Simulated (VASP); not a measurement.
**Al: single point with LDA**

The system is Al.

```
Al
1.0
    -1.39757    1.59722    1.59722
     1.59722   -1.39757    1.59722
     1.59722    1.59722   -1.39757
Al
1
Cartesian
  0.0000 0.0000 0.0000
```

This cell differs from its parent crystal: ratio of the length along [111] to the lengths across it x 1.2, volume and fractional coordinates fixed.

```json
{"Program": "VASP 6.6.1", "Task": "single point", "Functional": "LDA", "Potentials or basis": "VASP PAW LDA potentials, release 64 (Al)", "Cutoff": "520 eV", "k mesh": "24 × 24 × 24", "Occupations": "methfessel-paxton, width 0.2 eV", "Spin": "no spin polarisation"}
```

```json
{"Pressure": "3.9 GPa"}
```

Stress tensor (GPa, compression positive):
```
 3.87 -3.95 -3.95
-3.95  3.87 -3.95
-3.95 -3.95  3.87
```

Levels at points of the mesh, in eV from the Fermi level:
```
           k point  band 1  band 2  band 3  band 4
(0.00, 0.00, 0.00)  -11.21   11.35   11.35   12.28
(0.50, 0.00, 0.00)   -4.83   -4.78    8.86    9.74
(0.50, 0.50, 0.00)   -3.69   -2.68    5.14    6.38
(0.50, 0.50, 0.50)    1.60    1.60    3.17    3.24
```

Wall time 63 s on 1 thread of Intel(R) Xeon(R) Platinum 8375C CPU @ 2.90GHz (Ice Lake), with other jobs on the host, peak memory 0.24 GiB.
